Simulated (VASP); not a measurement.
A run of VASP 6.6.1 is set up as follows.

INCAR

```
SYSTEM = GdO
PREC     = Accurate       ! precision mode
ENCUT    = 520            ! plane-wave cutoff, eV
EDIFF    = 1E-7           ! SCF threshold, eV
ISMEAR   = -1             ! smearing method
SIGMA    = 0.08           ! smearing width, eV
LREAL    = .False.        ! projectors in reciprocal space
LASPH    = .True.         ! aspherical terms in the spheres
NELM     = 150            ! most SCF steps
ALGO     = Normal         ! electronic algorithm
ISIF     = 2              ! what is computed and relaxed
LWAVE    = .False.        ! write WAVECAR
LCHARG   = .False.        ! write CHGCAR
ISPIN    = 2              ! spin polarisation
MAGMOM   = 7 0            ! initial moments
LORBIT   = 11             ! projections on sites
LMAXMIX  = 6              ! l up to which the mixer works
GGA      = PS             ! functional
NBANDS   = 23             ! bands
```

File KPOINTS:

```
Automatic mesh
0
Gamma
  13 13 13
  0 0 0
```

Contents of POSCAR:

```
GdO
1.0
    0.0000000000      2.7490127974      2.7490127974
    2.7490127974      0.0000000000      2.7490127974
    2.7490127974      2.7490127974      0.0000000000
Gd O
1 1
Direct
    0.0000000000      0.0000000000      0.0000000000
    0.7500000000      0.7500000000      0.7500000000
```

Potentials or basis: VASP PAW PBE potentials, release 64 (Gd, O).

Launch:

```console
$ cat potpaw_PBE.64/Gd/POTCAR potpaw_PBE.64/O/POTCAR > POTCAR
$ mpirun -np 1 vasp_std > vasp.out
```

Q: What does it give for the net moment?

A: 7.47 μB per cell.

Q: What does it give for the site moments?

A: Gd +6.83; O -0.03 μB.

Q: Estimate the pressure.

A: -8.3 GPa.

Caveat: the cell stands under tension; the PAW data sets were made with another functional, which shifts forces and pressure a little; a cell with one magnetic atom can't hold antiferromagnetic order, which such compounds often take. The state reached can hang on the start; a lower one may exist.
